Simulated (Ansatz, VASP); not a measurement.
## Ga2PN in VASP and in Ansatz

Contents of INCAR:

```
SYSTEM = Ga2PN
ALGO = Normal ; EDIFF = 1E-7
ENCUT = 520 ; GGA = PE
GGA_COMPAT = .FALSE. ; ISIF = 2
ISMEAR = -1 ; LASPH = .TRUE.
LCHARG = .FALSE. ; LORBIT = 11
LORBMOM = .TRUE. ; LREAL = .FALSE.
LSORBIT = .TRUE. ; LWAVE = .FALSE.
MAGMOM = 0 0 0 0 0 0 0 0 0 0 0 0 ; NBANDS = 50
NELM = 150 ; PREC = Accurate
SIGMA = 0.02
```

File KPOINTS:

```
k-points
0
G
  8 8 6
  0 0 0
```

The input POSCAR:

```
Ga2PN
1.0
    3.3520942945      0.0000000000      0.0000000000
    0.0000000000      3.3520942945      0.0000000000
    0.0000000000      0.0000000000      4.7326784888
N Ga P
1 2 1
Direct
    0.0000000000      0.0000000000      0.0000000000
    0.0000000000      0.0000000000      0.5000000000
    0.5000000000      0.5000000000      0.0000000000
    0.5000000000      0.5000000000      0.5000000000
```

Input for Ansatz:

```yaml
crystal:
  lattice:
    - [3.3520942945, 0.0, 0.0]
    - [0.0, 3.3520942945, 0.0]
    - [0.0, 0.0, 4.7326784888]
  atoms:
    - { symbol: "N", position: [0.0, 0.0, 0.0] }
    - { symbol: Ga, position: [0.0, 0.0, 0.5] }
    - { symbol: P, position: [0.5, 0.5, 0.5] }
    - { symbol: Ga, position: [0.5, 0.5, 0.0] }
kpoints:
  mp_grid: { grid: [8, 8, 6] }
  band_path:
    path:
      - [0.0, 0.0, 0.0]
      - [0.0, 0.5, 0.0]
      - [0.5, 0.5, 0.0]
      - [0.0, 0.0, 0.5]
      - [0.0, 0.5, 0.5]
      - [0.5, 0.5, 0.5]
      - [0.45, 0.45, 0.0]
    npoints: 1
hamiltonian:
  xc: pbe
scf:
  occupations: { method: fermi_dirac, width: 0.02 }
  n_extra_bands: 10
magnetization:
  noncollinear: true
  spin_orbit: true
output:
  forces: true
  stress: true
  eigenvalues: true
  write_density: true
  write_potential: true
  elf: true
  volumetric_format: npy
```

Alike in both runs: task single point; functional PBE; k mesh 8 × 8 × 6; occupations fermi-dirac, width 0.02 eV; non-collinear spin, spin-orbit coupling.

```csv
,VASP,Ansatz
version,VASP 6.6.1,Ansatz 0.2.0
potentials or method,"VASP PAW PBE potentials, release 64 (N, Ga_d, P)","plane waves, PAW"
plane-wave cutoff (eV),520,420
valence electrons in the cell,36,36
```

VASP gave:

| Quantity | Value |
| --- | --- |
| pressure (GPa) | 4.4 |

Q: Which values does Ansatz return?

A: Pressure (GPa): 4.3.
